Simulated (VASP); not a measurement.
Wanted: the native input for a VASP 6.6.1 run.

```
Task                   : single point
Functional             : PBE
Potentials or basis    : VASP PAW PBE potentials, release 64 (Ni)
Cutoff                 : 520 eV
k mesh                 : 13 × 13 × 13
Occupations            : fermi-dirac, width 0.05 eV
Spin                   : collinear spin, ferromagnetic start
Starting moments       : [2.5] μB
Dipole correction      : no
Further INCAR settings : ALGO = Fast; EDIFF = 1e-07; NBANDS = 15
```

The structure of Ni lies in POSCAR:

```
Ni
1.0
   -1.3837154700      1.3837154700      1.3837154700
    1.3837154700     -1.3837154700      1.3837154700
    1.3837154700      1.3837154700     -1.3837154700
Ni
1
Direct
    0.0000000000      0.0000000000      0.0000000000
```

One way to write it, as run:

INCAR

```
PREC = Accurate
ENCUT = 520
EDIFF = 1E-7
ISMEAR = -1
SIGMA = 0.05
LREAL = False
LASPH = True
NELM = 150
ALGO = Fast
ISIF = 2
LWAVE = False
LCHARG = False
ISPIN = 2
MAGMOM = 2.5
LORBIT = 11
LMAXMIX = 4
GGA = PE
NBANDS = 15
```

KPOINTS

```
regular mesh
0
Gamma
  13 13 13
```

Potentials or basis: VASP PAW PBE potentials, release 64 (Ni).

Launch:

```console
$ cat potpaw_PBE.64/Ni/POTCAR > POTCAR
$ mpirun -np 1 vasp_std > vasp.out
```

Results of the run:

- Pressure: 7.7 GPa
- Net moment: 0.58 μB per cell
- Site moments: Ni +0.58 μB
- Valence electrons inside the program's atomic spheres: Ni 9.36

Run time: 13 s on 1 thread of Intel(R) Xeon(R) 6975P-C (Granite Rapids), on a shared host, peak memory 0.13 GiB.
